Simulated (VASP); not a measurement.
# Mg (P6_3/mmc) in VASP: a series of runs, part 3 of 4

VASP 6.6.1. Earlier steps stand in the parts before.

## Step 5: Relaxation of shape and atoms at fixed volume, PBEsol (21.82 Å³/atom)

This run uses another cell than the first one, of 21.82 Å³/atom.

File INCAR:

```
SYSTEM = Mg
ALGO = Normal
EDIFF = 1E-6
EDIFFG = -0.01
ENCUT = 600
GGA = PS
IBRION = 2
ISIF = 4
ISMEAR = 0
LASPH = .TRUE.
LCHARG = .FALSE.
LREAL = .FALSE.
LWAVE = .FALSE.
NELM = 100
NSW = 50
PREC = Accurate
SIGMA = 0.1
```

File KPOINTS:

```
k-points
0
G
  18 18 8
  0 0 0
```

File POSCAR:

```
Mg
1.0
    3.1549929892      0.0000000000      0.0000000000
   -1.5774964946      2.7323040774      0.0000000000
    0.0000000000      0.0000000000      5.0619375963
Mg
2
Direct
    0.3333333333      0.6666666667      0.2500000000
    0.6666666667      0.3333333333      0.7500000000
```

Potentials or basis: VASP PAW PBE potentials, release 64 (Mg).

Launch:

```console
> cat potpaw_PBE.64/Mg/POTCAR > POTCAR
> mpirun -np 1 vasp_std > vasp.out
```

OUTCAR:

```text
SYSTEM = Mg
   EDIFF = 1E-6
   EDIFFG = -0.01
   ENCUT = 600
   GGA = PS
   IBRION = 2
   ISIF = 4
   ISMEAR = 0
   LASPH = .TRUE.
   LREAL = .FALSE.
   NELM = 100
   NSW = 50
   PREC = Accurate

 ion  position               nearest neighbor table
   1  0.333  0.667  0.250-   2 3.12   2 3.12   2 3.12   2 3.12   2 3.12   2 3.12
   2  0.667  0.333  0.750-   1 3.12   1 3.12   1 3.12   1 3.12   1 3.12   1 3.12

  LATTYP: Found a hexagonal cell.
 ALAT       =     3.1549929892
 C/A-ratio  =     1.6044211869

  Lattice vectors:

 A1 = (   3.1549929892,   0.0000000000,   0.0000000000)
 A2 = (  -1.5774964946,   2.7323040774,   0.0000000000)
 A3 = (   0.0000000000,   0.0000000000,   5.0619375963)

Analysis of symmetry for initial positions (statically):
=====================================================================
 Subroutine PRICEL returns:
 Original cell was already a primitive cell.

 Routine SETGRP: Setting up the symmetry group for a
 hexagonal supercell.

 Subroutine GETGRP returns: Found 24 space group operations
 (whereof 12 operations were pure point group operations)
 out of a pool of 24 trial point group operations.

The static configuration has the point symmetry D_3d.
 The point group associated with its full space group is D_6h.

Analysis of symmetry for dynamics (positions and initial velocities):
=====================================================================
 Subroutine PRICEL returns:
 Original cell was already a primitive cell.

 Routine SETGRP: Setting up the symmetry group for a
 hexagonal supercell.

 Subroutine GETGRP returns: Found 24 space group operations
 (whereof 12 operations were pure point group operations)
 out of a pool of 24 trial point group operations.

The dynamic configuration has the point symmetry D_3d.
 The point group associated with its full space group is D_6h.

 Subroutine INISYM returns: Found 24 space group operations
 (whereof 12 operations are pure point group operations),
 and found     1 'primitive' translations

----------------------------------------------------------------------------------------

                                     Primitive cell

  volume of cell :      43.6359

  direct lattice vectors                    reciprocal lattice vectors
     3.154992989  0.000000000  0.000000000     0.316957915  0.182995738  0.000000000
    -1.577496495  2.732304077  0.000000000     0.000000000  0.365991475  0.000000000
     0.000000000  0.000000000  5.061937596     0.000000000  0.000000000  0.197552811

  length of vectors
     3.154992989  3.154992989  5.061937596     0.365991475  0.365991475  0.197552811

  position of ions in fractional coordinates (direct lattice)
     0.333333333  0.666666667  0.250000000
     0.666666667  0.333333333  0.750000000

  ion indices of the primitive-cell ions
   primitive index   ion index
                 1           1
                 2           2

----------------------------------------------------------------------------------------

 KPOINTS: k-points

Automatic generation of k-mesh.
 Grid dimensions read from file:
 generate k-points for:   18   18    8

 Generating k-lattice:

  Cartesian coordinates                     Fractional coordinates (reciprocal lattice)
     0.017608773  0.010166430  0.000000000     0.055555556  0.000000000  0.000000000
     0.000000000  0.020332860  0.000000000     0.000000000  0.055555556  0.000000000
     0.000000000  0.000000000  0.024694101     0.000000000  0.000000000  0.125000000

  Length of vectors
     0.020332860  0.020332860  0.024694101

  Shift w.r.t. Gamma in fractional coordinates (k-lattice)
     0.000000000  0.000000000  0.000000000

 Subroutine IBZKPT returns following result:
 ===========================================

 Found    185 irreducible k-points:

 Following reciprocal coordinates:
            Coordinates               Weight
  0.000000  0.000000  0.000000      1.000000
  0.055556  0.000000  0.000000      6.000000
  0.111111  0.000000  0.000000      6.000000
  0.166667  0.000000  0.000000      6.000000
  0.222222 -0.000000  0.000000      6.000000
  0.277778  0.000000  0.000000      6.000000
[... 16 lines left out ...]
  0.333333  0.111111  0.000000     12.000000
  0.388889  0.111111  0.000000     12.000000
 [... further k-points ...]
   k-points           NKPTS =    185   k-points in BZ     NKDIM =    185   number of bands    NBANDS=      6
   number of dos      NEDOS =    301   number of ions     NIONS =      2
   total plane-waves  NPLWV =  31360
   dimension x,y,z NGX =    28 NGY =   28 NGZ =   40
   dimension x,y,z NGXF=    56 NGYF=   56 NGZF=   80
   ions per type =               2
   NGX,Y,Z   is equivalent  to a cutoff of  14.75, 14.75, 13.14 a.u.
   NGXF,Y,Z  is equivalent  to a cutoff of  29.51, 29.51, 26.27 a.u.
 SYSTEM =  Mg
   PREC   = accura    normal or accurate (medium, high low for compatibility)
   ISTART =      0    job   : 0-new  1-cont  2-samecut
   ICHARG =      2    charge: 1-file 2-atom 10-const
   ISPIN  =      1    spin polarized calculation?
   LNONCOLLINEAR =      F non collinear calculations
   LSORBIT =      F    spin-orbit coupling
   LASPH  =      T    aspherical Exc in radial PAW
   ENCUT  =  600.0 eV  44.10 Ry    6.64 a.u.   6.30  6.30 10.11*2*pi/ulx,y,z
   NELM   =    100;   NELMIN=  2; NELMDL= -5     # of ELM steps
   EDIFF  = 0.1E-05   stopping-criterion for ELM
   LREAL  =      F    real-space projection
   EDIFFG = -.1E-01   stopping-criterion for IOM
   NSW    =     50    number of steps for IOM
   IBRION =      2    ionic relax: 0-MD 1-quasi-New 2-CG
   NFREE  =      1    steps in history (QN), initial steepest desc. (CG)
   ISIF   =      4    stress and relaxation
   ISYM   =      2    0-nonsym 1-usesym 2-fastsym
   POTIM  = 0.5000    time-step for ionic-motion
   TEBEG  =    0.0;   TEEND  =   0.0 temperature during run
   PSTRESS=    0.0 pullay stress
   NELECT =       4.0000    total number of electrons
   NUPDOWN=      -1.0000    fix difference up-down
   EMIN   =  10.00;   EMAX   =-10.00  energy-range for DOS
   EFERMI =   0.00;   METHOD = LEGACY
   ISMEAR =     0;   SIGMA  =   0.10  broadening in eV -4-tet -1-fermi 0-gaus
   EFERMI_NEDOS =   21; number of points for ismear=-14 and -15
   IALGO  =     38    algorithm
   IMIX   =      4    mixing-type and parameters
     AMIX     =   0.40;   BMIX     =  1.00
     AMIX_MAG =   1.60;   BMIX_MAG =  1.00
  volume/ion in A,a.u.               =      21.82       147.23
  Fermi-wavevector in a.u.,A,eV,Ry     =   0.738154  1.394908  7.413417  0.544871
  Thomas-Fermi vector in A             =   1.832008
   LORBIT       =      0    0 simple, 1 ext, 2 COOP (PROOUT), +10 PAW based schemes
   GGA     = PS    functional components
   LHFCALC =     F    Hartree Fock is set to
   AEXX    =    0.0000 exact exchange contribution
   IVDW    =     0    specifies the selected vdW correction
   LEPSILON=     F    determine dielectric tensor
   LRPA    =     F    only Hartree local field effects (RPA)
 conjugate gradient relaxation of ions
 non-spin polarized calculation
 Gauss-broadening in eV      SIGMA  =   0.10
  energy-cutoff  :      600.00
  volume of cell :       43.64
 maximum number of plane-waves:      1478
 NGX is ok and might be reduce to    28
   NGX = 13   NGY = 13   NGZ = 21

 number of electron       4.0000000 magnetization

 Free energy of the ion-electron system (eV)
  ---------------------------------------------------
  ext. energy  EPLUGINS =         0.00000000
  ---------------------------------------------------
  free energy    TOTEN  =        -3.44623943 eV

  energy without entropy =       -3.44206761  energy(sigma->0) =       -3.44415352

 E-fermi :   2.8696     XC(G=0):  -8.6946

 val. band max:        2.8655087218   @ k =   0.2778   0.1667   0.1250
 cond. band min:       2.8775649241   @ k =   0.5000   0.0000   0.3750
 fundamental gap:      0.0120562023
 Fermi energy:         2.8696468071

 k-point     1 :       0.0000    0.0000    0.0000
  band No.  band energies     occupation
      1      -4.2901      2.00000
      2       1.1566      2.00000
      3       1.7371      2.00000
      4      13.9552      0.00000
      5      13.9552      0.00000
      6      14.1493      0.00000
[... 199 lines left out ...]
 k-point    24 :       0.3889    0.1111    0.0000
  band No.  band energies     occupation
      1      -0.2053      2.00000
      2       1.8909      2.00000
      3       4.9560      0.00000
      4       5.6611      0.00000
      5       6.9464      0.00000
      6       7.0375      0.00000

 [... further k-points ...]

------------------------ aborting loop because EDIFF is reached ----------------------------------------

  FORCE on cell =-STRESS in cart. coord.  units (eV):
  Direction    XX          YY          ZZ          XY          YZ          ZX
  --------------------------------------------------------------------------------------
  -------------------------------------------------------------------------------------
  Total        0.3219551      0.3219551      0.3241957     -0.0000000      0.0000000      0.0000000
  in kB       11.8212043     11.8212043     11.9034709     -0.0000000      0.0000000      0.0000000
  external PRESSURE =      11.8486265 kB  Pullay stress =       0.0000000 kB

 VOLUME and BASIS-vectors are now :
 -----------------------------------------------------------------------------
  energy-cutoff  :      600.00
  volume of cell :       43.64
      direct lattice vectors                 reciprocal lattice vectors
     3.154992989  0.000000000  0.000000000     0.316957915  0.182995738  0.000000000
    -1.577496495  2.732304077  0.000000000     0.000000000  0.365991475  0.000000000
     0.000000000  0.000000000  5.061937596     0.000000000  0.000000000  0.197552811

 POSITION                                       TOTAL-FORCE (eV/Angst)
 -----------------------------------------------------------------------------------
     -0.00000      1.82154      1.26548         0.000000      0.000000      0.000000
      1.57750      0.91077      3.79645        -0.000000      0.000000      0.000000
 -----------------------------------------------------------------------------------
    total drift:                               -0.000000      0.000000     -0.000000

  FREE ENERGIE OF THE ION-ELECTRON SYSTEM (eV)
  ---------------------------------------------------
  free  energy   TOTEN  =        -3.4462394317 eV

  energy  without entropy=       -3.4420676056  energy(sigma->0) =       -3.44415352

 reached required accuracy - stopping structural energy minimisation
```

Run time: 65 s. Hardware: 1 thread of Intel Xeon 8259CL, shared host; peak memory 0.22 GiB.

Results:

* Free energy: -3.4462 eV
* Pressure after relaxing: 1.2 GPa
* Band gap on the k mesh: zero (bands 2 and 3 overlap by 2.14 eV)

Final structure:
```yaml
crystal:
  lattice:
    - [3.15499, 0.00000, 0.00000]
    - [-1.57750, 2.73230, 0.00000]
    - [0.00000, 0.00000, 5.06194]
  atoms:
    - { symbol: Mg, position: [0.33333, 0.66667, 0.25000] }
    - { symbol: Mg, position: [0.66667, 0.33333, 0.75000] }
```

Caveat: the PAW data sets were made with another functional, which shifts forces and pressure a little.

## Step 6: Relaxation of shape and atoms at fixed volume, PBEsol (23.17 Å³/atom)

File INCAR:

```
SYSTEM = Mg
PREC = Accurate
ENCUT = 600
EDIFF = 1E-6
ISMEAR = 0
SIGMA = 0.1
LREAL = .False.
LASPH = .True.
NELM = 60
ALGO = Fast
ISIF = 4
LWAVE = .False.
LCHARG = .False.
GGA = PS
IBRION = 2
NSW = 50
EDIFFG = -0.01
```

File KPOINTS:

```
regular mesh
0
Gamma
  18 18 8
  0 0 0
```

File POSCAR:

```
Mg
1.0
    3.2187473982      0.0000000000      0.0000000000
   -1.6093736991      2.7875170152      0.0000000000
    0.0000000000      0.0000000000      5.1642265209
Mg
2
Direct
    0.3333333333      0.6666666667      0.2500000000
    0.6666666667      0.3333333333      0.7500000000
```

Potentials or basis: VASP PAW PBE potentials, release 64 (Mg).

Launch:

```console
> cat potpaw_PBE.64/Mg/POTCAR > POTCAR
> mpirun -np 1 vasp_std > vasp.out
```

OUTCAR:

```text
SYSTEM = Mg
   PREC = Accurate
   ENCUT = 600
   EDIFF = 1E-6
   ISMEAR = 0
   LREAL = .False.
   LASPH = .True.
   NELM = 60
   ISIF = 4
   GGA = PS
   IBRION = 2
   NSW = 50
   EDIFFG = -0.01

 ion  position               nearest neighbor table
   1  0.333  0.667  0.250-   2 3.18   2 3.18   2 3.18   2 3.18   2 3.18   2 3.18
   2  0.667  0.333  0.750-   1 3.18   1 3.18   1 3.18   1 3.18   1 3.18   1 3.18

  LATTYP: Found a hexagonal cell.
 ALAT       =     3.2187473982
 C/A-ratio  =     1.6044211869

  Lattice vectors:

 A1 = (   3.2187473982,   0.0000000000,   0.0000000000)
 A2 = (  -1.6093736991,   2.7875170152,   0.0000000000)
 A3 = (   0.0000000000,   0.0000000000,   5.1642265209)

Analysis of symmetry for initial positions (statically):
=====================================================================
 Subroutine PRICEL returns:
 Original cell was already a primitive cell.

 Routine SETGRP: Setting up the symmetry group for a
 hexagonal supercell.

 Subroutine GETGRP returns: Found 24 space group operations
 (whereof 12 operations were pure point group operations)
 out of a pool of 24 trial point group operations.

The static configuration has the point symmetry D_3d.
 The point group associated with its full space group is D_6h.

Analysis of symmetry for dynamics (positions and initial velocities):
=====================================================================
 Subroutine PRICEL returns:
 Original cell was already a primitive cell.

 Routine SETGRP: Setting up the symmetry group for a
 hexagonal supercell.

 Subroutine GETGRP returns: Found 24 space group operations
 (whereof 12 operations were pure point group operations)
 out of a pool of 24 trial point group operations.

The dynamic configuration has the point symmetry D_3d.
 The point group associated with its full space group is D_6h.
[... 119 lines left out ...]
     AMIX_MAG =   1.60;   BMIX_MAG =  1.00
  volume/ion in A,a.u.               =      23.17       156.34
  Fermi-wavevector in a.u.,A,eV,Ry     =   0.723533  1.367279  7.122647  0.523500
  Thomas-Fermi vector in A             =   1.813773
   LORBIT       =      0    0 simple, 1 ext, 2 COOP (PROOUT), +10 PAW based schemes
   GGA     = PS    functional components
   LHFCALC =     F    Hartree Fock is set to
   AEXX    =    0.0000 exact exchange contribution
   IVDW    =     0    specifies the selected vdW correction
   LEPSILON=     F    determine dielectric tensor
   LRPA    =     F    only Hartree local field effects (RPA)
 conjugate gradient relaxation of ions
 non-spin polarized calculation
 RMM-DIIS sequential band-by-band and
 Gauss-broadening in eV      SIGMA  =   0.10
  energy-cutoff  :      600.00
  volume of cell :       46.34
 maximum number of plane-waves:      1574
 NGX is ok and might be reduce to    28
   NGX = 13   NGY = 13   NGZ = 21

 number of electron       4.0000000 magnetization

 Free energy of the ion-electron system (eV)
  ---------------------------------------------------
  ext. energy  EPLUGINS =         0.00000000
  ---------------------------------------------------
  free energy    TOTEN  =        -3.44611879 eV

  energy without entropy =       -3.44141455  energy(sigma->0) =       -3.44376667

 E-fermi :   2.5541     XC(G=0):  -8.5050

 val. band max:        2.5456672359   @ k =   0.3889  -0.0000   0.0000
 cond. band min:       2.5671990575   @ k =   0.2778   0.1667   0.1250
 fundamental gap:      0.0215318216
 Fermi energy:         2.5540720860

 k-point     1 :       0.0000    0.0000    0.0000
  band No.  band energies     occupation
      1      -4.3450      2.00000
      2       0.9354      2.00000
      3       1.4160      2.00000
      4      13.2934      0.00000
      5      13.3058      0.00000
      6      13.3642      0.00000
[... 199 lines left out ...]
 k-point    24 :       0.3889    0.1111    0.0000
  band No.  band energies     occupation
      1      -0.4129      2.00000
      2       1.6140      2.00000
      3       4.6024      0.00000
      4       5.2223      0.00000
      5       6.4843      0.00000
      6       6.6244      0.00000

 [... further k-points ...]

------------------------ aborting loop because EDIFF is reached ----------------------------------------

  FORCE on cell =-STRESS in cart. coord.  units (eV):
  Direction    XX          YY          ZZ          XY          YZ          ZX
  --------------------------------------------------------------------------------------
  -------------------------------------------------------------------------------------
  Total       -0.3099750     -0.3099750     -0.3232614      0.0000000      0.0000000      0.0000000
  in kB      -10.7183393    -10.7183393    -11.1777584      0.0000000      0.0000000      0.0000000
  external PRESSURE =     -10.8714790 kB  Pullay stress =       0.0000000 kB

 VOLUME and BASIS-vectors are now :
 -----------------------------------------------------------------------------
  energy-cutoff  :      600.00
  volume of cell :       46.34
      direct lattice vectors                 reciprocal lattice vectors
     3.218747398  0.000000000  0.000000000     0.310679863  0.179371102  0.000000000
    -1.609373699  2.787517015  0.000000000     0.000000000  0.358742205  0.000000000
     0.000000000  0.000000000  5.164226521     0.000000000  0.000000000  0.193639841

 POSITION                                       TOTAL-FORCE (eV/Angst)
 -----------------------------------------------------------------------------------
     -0.00000      1.85834      1.29106        -0.000000     -0.000000      0.000000
      1.60937      0.92917      3.87317         0.000000      0.000000      0.000000
 -----------------------------------------------------------------------------------
    total drift:                                0.000000     -0.000000      0.000000

  FREE ENERGIE OF THE ION-ELECTRON SYSTEM (eV)
  ---------------------------------------------------
  free  energy   TOTEN  =        -3.4461187877 eV

  energy  without entropy=       -3.4414145488  energy(sigma->0) =       -3.44376667

 reached required accuracy - stopping structural energy minimisation
```

OSZICAR:

```text
N       E                     dE             d eps       ncg     rms          rms(c)
DAV:   1    -0.180962855949E+00   -0.18096E+00   -0.13840E+03  2220   0.525E+02
DAV:   2    -0.344016578636E+01   -0.32592E+01   -0.30701E+01  2916   0.305E+01
DAV:   3    -0.346619308638E+01   -0.26027E-01   -0.25915E-01  3180   0.351E+00
DAV:   4    -0.346627822675E+01   -0.85140E-04   -0.85137E-04  3036   0.165E-01
DAV:   5    -0.346627874204E+01   -0.51529E-06   -0.51554E-06  3066   0.923E-03    0.970E-01
RMM:   6    -0.345576214432E+01    0.10517E-01   -0.56599E-04  2220   0.250E-01    0.618E-01
RMM:   7    -0.344610345726E+01    0.96587E-02   -0.25276E-03  2220   0.504E-01    0.315E-02
RMM:   8    -0.344611842155E+01   -0.14964E-04   -0.10536E-04  2220   0.116E-01    0.674E-03
RMM:   9    -0.344611878771E+01   -0.36616E-06   -0.78645E-06  2213   0.281E-02
   1 F= -.34461188E+01 E0= -.34437667E+01  d E =-.344612E+01
```

CONTCAR:

```text
Mg
   1.00000000000000
     3.2187473982000001    0.0000000000000000    0.0000000000000000
    -1.6093736991000001    2.7875170152000002    0.0000000000000000
     0.0000000000000000    0.0000000000000000    5.1642265208999998
  Mg
     2
Direct
     0.3333333332999970    0.6666666667000030    0.2500000000000000
     0.6666666667000030    0.3333333332999970    0.7500000000000000

  0.00000000E+00  0.00000000E+00  0.00000000E+00
  0.00000000E+00  0.00000000E+00  0.00000000E+00
```

It took 72 s on 1 thread of Intel Xeon 8259CL, shared host; peak memory 0.23 GiB.

What came out:

```
Free energy             : -3.4461 eV
Pressure after relaxing : -1.1 GPa
Band gap on the k mesh  : zero (bands 2 and 3 overlap by 2.15 eV)
```

Final structure:
```yaml
crystal:
  lattice:
    - [3.21875, 0.00000, 0.00000]
    - [-1.60937, 2.78752, 0.00000]
    - [0.00000, 0.00000, 5.16423]
  atoms:
    - { symbol: Mg, position: [0.33333, 0.66667, 0.25000] }
    - { symbol: Mg, position: [0.66667, 0.33333, 0.75000] }
```

Caveat: the PAW data sets were made with another functional, which shifts forces and pressure a little.

(Continued in part 4 of 4.)

The gap in the log of VASP goes by the Fermi energy; the results here count the filled bands.